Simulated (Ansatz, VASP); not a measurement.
**Si in VASP and in Ansatz**

File INCAR:

```
PREC     = Accurate       # precision mode
ENCUT    = 520            # plane-wave cutoff, eV
EDIFF    = 1E-7           # SCF threshold, eV
ISMEAR   = -1             # smearing method
SIGMA    = 0.02           # smearing width, eV
LREAL    = F              # projectors in reciprocal space
LASPH    = T              # aspherical terms in the spheres
NELM     = 60             # most SCF steps
ALGO     = Normal         # electronic algorithm
ISIF     = 2              # what is computed and relaxed
LWAVE    = F              # write WAVECAR
LCHARG   = F              # write CHGCAR
GGA      = PE             # functional
NBANDS   = 11             # bands
```

KPOINTS

```
regular mesh
0
Gamma
  10 10 10
```

The input POSCAR:

```
Si
1.0
    0.0000000000      2.7218511865      2.7218511865
    2.7218511865      0.0000000000      2.7218511865
    2.7218511865      2.7218511865      0.0000000000
Si
2
Direct
    0.7500000000      0.7500000000      0.7500000000
    0.5000000000      0.5000000000      0.5000000000
```

Input for Ansatz:

```yaml
crystal:
  lattice:
    - [0.0, 2.7218511865, 2.7218511865]
    - [2.7218511865, 0.0, 2.7218511865]
    - [2.7218511865, 2.7218511865, 0.0]
  atoms:
    - { symbol: Si, position: [0.75, 0.75, 0.75] }
    - { symbol: Si, position: [0.5, 0.5, 0.5] }
kpoints:
  mp_grid: { grid: [10, 10, 10] }
  band_path:
    path:
      - [0.0, 0.0, 0.0]
      - [0.5, 0.0, 0.5]
      - [0.625, 0.25, 0.625]
      - [0.375, 0.375, 0.75]
      - [0.0, 0.0, 0.0]
      - [0.5, 0.5, 0.5]
      - [0.5, 0.25, 0.75]
      - [0.5, 0.0, 0.5]
    npoints: 5
scf:
  occupations: { method: fermi_dirac, width: 0.02 }
hamiltonian:
  xc: pbe
  pseudopotentials: { kind: all_electron, lapw: { basis_error: 0.0005 } }
output:
  forces: true
  stress: true
  eigenvalues: true
```

Alike in both runs: task single point; functional PBE; k mesh 10 × 10 × 10; occupations fermi-dirac, width 0.02 eV; no spin polarisation.

|  | VASP | Ansatz |
| --- | --- | --- |
| version | VASP 6.6.1 | Ansatz 0.2.0 |
| potentials or method | VASP PAW PBE potentials, release 64 (Si), cutoff 520 eV | all-electron LAPW, scalar-relativistic |

|  | VASP | Ansatz | Ansatz less VASP |
| --- | --- | --- | --- |
| pressure (GPa) | 1.3 | 1.3 | +0.05 |

Ansatz ran all-electron here, and VASP with PAW potentials.
